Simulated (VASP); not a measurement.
# AlCdO2 (R-3m) in VASP: notebook

AlCdO2 is run at these levels: PBE; tasks: single point.

Program: VASP 6.6.1. These are calculated values, not measurements. Logs are shortened: lines on timing, memory, paths and dates and some standing lists are left out, and cuts for length are marked.

**1. The cell of the first run**

It takes space group R-3m (No. 166, trigonal). The conventional cell has a = 2.911 Å, b = 2.911 Å, c = 18.939 Å, α = 90.00°, β = 90.00°, γ = 120.00°. Al (site symmetry -3m) has 6 O at 1.95 Å within 2.6 Å. Cd (site symmetry -3m) has 6 O at 2.75 Å and 6 Cd at 2.91 Å and 6 Al at 3.58 Å within 3.6 Å. O (site symmetry 3m) has 3 Al at 1.95 Å and 3 O at 2.58 Å within 2.6 Å.

**2. Single point, PBE**

The input, INCAR:

```
  ALGO = Fast
  EDIFF = 1E-7
  ENCUT = 520
  GGA = PE
  ISIF = 2
  ISMEAR = 0
  LASPH = True
  LCHARG = False
  LREAL = False
  LWAVE = False
  NBANDS = 22
  NELM = 100
  PREC = Accurate
  SIGMA = 0.1
```

The input, KPOINTS:

```
k-points
0
Gamma
  18 18 18
```

The input, POSCAR:

```
AlCdO2
1.0
    1.4552896099      0.8402118481      6.3130889751
   -1.4552896099      0.8402118481      6.3130889751
    0.0000000000     -1.6804236961      6.3130889751
Al Cd O
1 1 2
Direct
    0.5000000000      0.5000000000      0.5000000000
    0.0000000000      0.0000000000      0.0000000000
    0.7815333669      0.7815333669      0.7815333669
    0.2184666331      0.2184666331      0.2184666331
```

Potentials or basis: VASP PAW PBE potentials, release 64 (Al, Cd, O).

The run is started by

```sh
$ cat potpaw_PBE.64/Al/POTCAR potpaw_PBE.64/Cd/POTCAR potpaw_PBE.64/O/POTCAR > POTCAR
$ mpirun -np 1 vasp_std > vasp.out
```

OUTCAR:

```text
EDIFF = 1E-7
   ENCUT = 520
   GGA = PE
   ISIF = 2
   ISMEAR = 0
   LASPH = True
   LREAL = False
   NELM = 100
   PREC = Accurate

 ion  position               nearest neighbor table
   1  0.500  0.500  0.500-   4 1.95   4 1.95   3 1.95   3 1.95   4 1.95   3 1.95
   2  0.000  0.000  0.000-   3 2.75   3 2.75   4 2.75   4 2.75   3 2.75   4 2.75
   3  0.782  0.782  0.782-   1 1.95   1 1.95   1 1.95   2 2.75   2 2.75   2 2.75
   4  0.218  0.218  0.218-   1 1.95   1 1.95   1 1.95   2 2.75   2 2.75   2 2.75

  LATTYP: Found a trigonal (rhomboedric) cell.
 ALAT       =     6.5329102402
 COS(alpha) =     0.9007534381

  Lattice vectors:

 A1 = (   1.4552896099,   0.8402118481,   6.3130889751)
 A2 = (  -1.4552896099,   0.8402118481,   6.3130889751)
 A3 = (   0.0000000000,  -1.6804236961,   6.3130889751)

Analysis of symmetry for initial positions (statically):
=====================================================================
 Subroutine PRICEL returns:
 Original cell was already a primitive cell.

 Routine SETGRP: Setting up the symmetry group for a
 trigonal (rhombohedral) supercell.

 Subroutine GETGRP returns: Found 12 space group operations
 (whereof 12 operations were pure point group operations)
 out of a pool of 12 trial point group operations.

The static configuration has the point symmetry D_3d.

Analysis of symmetry for dynamics (positions and initial velocities):
=====================================================================
 Subroutine PRICEL returns:
 Original cell was already a primitive cell.

 Routine SETGRP: Setting up the symmetry group for a
 trigonal (rhombohedral) supercell.

 Subroutine GETGRP returns: Found 12 space group operations
 (whereof 12 operations were pure point group operations)
 out of a pool of 12 trial point group operations.

The dynamic configuration has the point symmetry D_3d.

 Subroutine INISYM returns: Found 12 space group operations
 (whereof 12 operations are pure point group operations),
 and found     1 'primitive' translations

----------------------------------------------------------------------------------------

                                     Primitive cell

  volume of cell :      46.3160

  direct lattice vectors                    reciprocal lattice vectors
[... 89 lines left out ...]
   ENCUT  =  520.0 eV  38.22 Ry    6.18 a.u.  12.15 12.15 12.15*2*pi/ulx,y,z
   NELM   =    100;   NELMIN=  2; NELMDL= -5     # of ELM steps
   EDIFF  = 0.1E-06   stopping-criterion for ELM
   LREAL  =      F    real-space projection
   EDIFFG = 0.1E-05   stopping-criterion for IOM
   NSW    =      0    number of steps for IOM
   IBRION =     -1    ionic relax: 0-MD 1-quasi-New 2-CG
   NFREE  =      0    steps in history (QN), initial steepest desc. (CG)
   ISIF   =      2    stress and relaxation
   ISYM   =      2    0-nonsym 1-usesym 2-fastsym
   POTIM  = 0.5000    time-step for ionic-motion
   TEBEG  =    0.0;   TEEND  =   0.0 temperature during run
   PSTRESS=    0.0 pullay stress
   NELECT =      27.0000    total number of electrons
   NUPDOWN=      -1.0000    fix difference up-down
   EMIN   =  10.00;   EMAX   =-10.00  energy-range for DOS
   EFERMI =   0.00;   METHOD = LEGACY
   ISMEAR =     0;   SIGMA  =   0.10  broadening in eV -4-tet -1-fermi 0-gaus
   EFERMI_NEDOS =   21; number of points for ismear=-14 and -15
   IALGO  =     68    algorithm
   IMIX   =      4    mixing-type and parameters
     AMIX     =   0.40;   BMIX     =  1.00
     AMIX_MAG =   1.60;   BMIX_MAG =  1.00
  volume/ion in A,a.u.               =      11.58        78.14
  Fermi-wavevector in a.u.,A,eV,Ry     =   1.367579  2.584349 25.446584  1.870271
  Thomas-Fermi vector in A             =   2.493619
   LORBIT       =      0    0 simple, 1 ext, 2 COOP (PROOUT), +10 PAW based schemes
   GGA     = PE    functional components
   LHFCALC =     F    Hartree Fock is set to
   AEXX    =    0.0000 exact exchange contribution
   IVDW    =     0    specifies the selected vdW correction
   LEPSILON=     F    determine dielectric tensor
   LRPA    =     F    only Hartree local field effects (RPA)
 non-spin polarized calculation
 RMM-DIIS sequential band-by-band and
 Gauss-broadening in eV      SIGMA  =   0.10
  energy-cutoff  :      520.00
  volume of cell :       46.32
 maximum number of plane-waves:      1278
 NGX is ok and might be reduce to    50
   NGX = 25   NGY = 25   NGZ = 25

 number of electron      26.9999997 magnetization

 Free energy of the ion-electron system (eV)
  ---------------------------------------------------
  ext. energy  EPLUGINS =         0.00000000
  ---------------------------------------------------
  free energy    TOTEN  =       -22.06891640 eV

  energy without entropy =      -22.06344325  energy(sigma->0) =      -22.06617983

 E-fermi :   4.7999     XC(G=0): -11.4263

 val. band max:        4.7995887783   @ k =  -0.3889   0.4444   0.1667
 cond. band min:       4.8035141703   @ k =  -0.4444   0.5000   0.3889
 fundamental gap:      0.0039253919
 Fermi energy:         4.7999320028

 k-point     1 :       0.0000    0.0000    0.0000
  band No.  band energies     occupation
      1     -14.7473      2.00000
      2     -12.7768      2.00000
      3      -4.6419      2.00000
      4      -4.0893      2.00000
      5      -4.0893      2.00000
      6      -3.1759      2.00000
[... 589 lines left out ...]
     21      18.7388      0.00000
     22      19.8767      0.00000

 [... further k-points ...]

------------------------ aborting loop because EDIFF is reached ----------------------------------------

  FORCE on cell =-STRESS in cart. coord.  units (eV):
  Direction    XX          YY          ZZ          XY          YZ          ZX
  --------------------------------------------------------------------------------------
  -------------------------------------------------------------------------------------
  Total        0.1063284      0.1063284      0.0770793      0.0000000      0.0000000     -0.0000000
  in kB        3.6781433      3.6781433      2.6663487      0.0000000      0.0000000     -0.0000000
  external PRESSURE =       3.3408784 kB  Pullay stress =       0.0000000 kB

 VOLUME and BASIS-vectors are now :
 -----------------------------------------------------------------------------
  energy-cutoff  :      520.00
  volume of cell :       46.32
      direct lattice vectors                 reciprocal lattice vectors
     1.455289610  0.840211848  6.313088975     0.343574225  0.198362671  0.052800354
    -1.455289610  0.840211848  6.313088975    -0.343574225  0.198362671  0.052800354
     0.000000000 -1.680423696  6.313088975     0.000000000 -0.396725343  0.052800354

 POSITION                                       TOTAL-FORCE (eV/Angst)
 -----------------------------------------------------------------------------------
      0.00000      0.00000      9.46963         0.000000      0.000000      0.000000
      0.00000      0.00000      0.00000         0.000000     -0.000000      0.000000
      0.00000      0.00000     14.80167         0.000000      0.000000      0.017881
      0.00000      0.00000      4.13760         0.000000     -0.000000     -0.017881
 -----------------------------------------------------------------------------------
    total drift:                                0.000000      0.000000      0.000000

  FREE ENERGIE OF THE ION-ELECTRON SYSTEM (eV)
  ---------------------------------------------------
  free  energy   TOTEN  =       -22.0689164026 eV

  energy  without entropy=      -22.0634432499  energy(sigma->0) =      -22.06617983
```

Run time: 28 min. Hardware: 1 thread of Intel Xeon 6975P-C (Granite Rapids), shared host; peak memory 0.8 GiB.

Results:

```yaml
Free_energy: -22.0689 eV
Pressure: 0.3 GPa
Largest_force: 0.018 eV/Å
Band_gap_on_the_k_mesh: zero (an odd number of electrons rules out a gap without spin polarisation)
```

Forces on the atoms (eV/Å):
```
Al   0.000  0.000  0.000
Cd   0.000  0.000  0.000
O    0.000  0.000  0.018
O    0.000  0.000 -0.018
```

Stress tensor (GPa, compression positive):
```
0.37 0.00 0.00
0.00 0.37 0.00
0.00 0.00 0.27
```

Caveat: an odd number of electrons without spin polarisation forces a metal; a magnetic or distorted state may lie lower.

**3. Single point, PBE, collinear spin, ferromagnetic start**

This run uses another cell than the first one, of 11.82 Å³/atom.

The input, INCAR:

```
ALGO     = Fast           # electronic algorithm
EDIFF    = 1E-6           # SCF threshold, eV
ENCUT    = 520            # plane-wave cutoff, eV
GGA      = PE             # functional
ISIF     = 2              # what is computed and relaxed
ISMEAR   = 0              # smearing method
ISPIN    = 2              # spin polarisation
LASPH    = True           # aspherical terms in the spheres
LCHARG   = False          # write CHGCAR
LORBIT   = 11             # projections on sites
LREAL    = False          # projectors in reciprocal space
LWAVE    = False          # write WAVECAR
MAGMOM   = 0 0 1 1        # initial moments
NBANDS   = 26             # bands
NELM     = 150            # most SCF steps
PREC     = Accurate       # precision mode
SIGMA    = 0.1            # smearing width, eV
```

The input, KPOINTS:

```
k-points
0
Gamma
  6 6 6
```

The input, POSCAR:

```
AlCdO2
1.0
    1.6105906100      0.9298749200      5.2633644400
   -1.6105906100      0.9298749200      5.2633644400
    0.0000000000     -1.8597498500      5.2633644400
Al Cd O
1 1 2
Direct
    0.5000000000      0.5000000000      0.5000000000
    0.0000000000      0.0000000000      0.0000000000
    0.7684787600      0.7684787600      0.7684787600
    0.2315212400      0.2315212400      0.2315212400
```

Potentials or basis: VASP PAW PBE potentials, release 64 (Al, Cd, O).

The run is started by

```sh
$ cat potpaw_PBE.64/Al/POTCAR potpaw_PBE.64/Cd/POTCAR potpaw_PBE.64/O/POTCAR > POTCAR
$ mpirun -np 1 vasp_std > vasp.out
```

Wall time 2.1 min (1 thread of Intel Xeon 6975P-C (Granite Rapids), shared host); peak memory 0.34 GiB.

It converged, with:

* Free energy: -20.3607 eV
* Pressure: -2.3 GPa
* Largest force: 2.296 eV/Å
* Net moment: 0.00 μB per cell
* Valence electrons inside the program's atomic spheres: Al 0.58; Cd 10.28; O 4.99

Forces on the atoms (eV/Å):
```
Al   0.000  0.000  0.000
Cd   0.000  0.000  0.000
O    0.000  0.000  2.296
O    0.000  0.000 -2.296
```

Stress tensor (GPa, compression positive):
```
-11.33   0.00   0.00
  0.00 -11.33   0.00
  0.00   0.00  15.76
```

Levels at points of the mesh, in eV from the Fermi level:
Spin up:
| k point | band 10 | band 11 | band 12 | band 13 | band 14 | band 15 | band 16 | band 17 | band 18 | band 19 |
| --- | --- | --- | --- | --- | --- | --- | --- | --- | --- | --- |
| (0.00, 0.00, 0.00) | -5.00 | -4.81 | -4.81 | -4.69 | -3.78 | 0.89 | 3.70 | 7.13 | 7.13 | 10.51 |
| (0.50, 0.00, 0.00) | -5.82 | -5.70 | -5.25 | -5.19 | 1.47 | 1.65 | 3.00 | 4.47 | 6.28 | 7.51 |
| (0.50, 0.50, 0.00) | -6.38 | -5.55 | -4.49 | -4.00 | 0.10 | 0.52 | 3.53 | 5.55 | 6.81 | 7.48 |
| (0.50, 0.50, 0.50) | -5.37 | -5.37 | -4.48 | -4.48 | -0.92 | -0.63 | 4.55 | 7.97 | 7.97 | 8.15 |
Spin down:
```csv
k point,band 10,band 11,band 12,band 13,band 14,band 15,band 16,band 17,band 18,band 19
"(0.00, 0.00, 0.00)",-5.00,-4.81,-4.81,-4.69,-3.78,0.89,3.70,7.13,7.13,10.51
"(0.50, 0.00, 0.00)",-5.82,-5.70,-5.25,-5.19,1.47,1.65,3.00,4.47,6.28,7.51
"(0.50, 0.50, 0.00)",-6.38,-5.55,-4.49,-4.00,0.10,0.52,3.53,5.55,6.81,7.48
"(0.50, 0.50, 0.50)",-5.37,-5.37,-4.48,-4.48,-0.92,-0.63,4.55,7.97,7.97,8.15
```

Caveat: the k points lie up to 0.38 Å⁻¹ apart; forces of over 1 eV/Å act on the atoms, so gaps and moduli don't describe the material at rest.
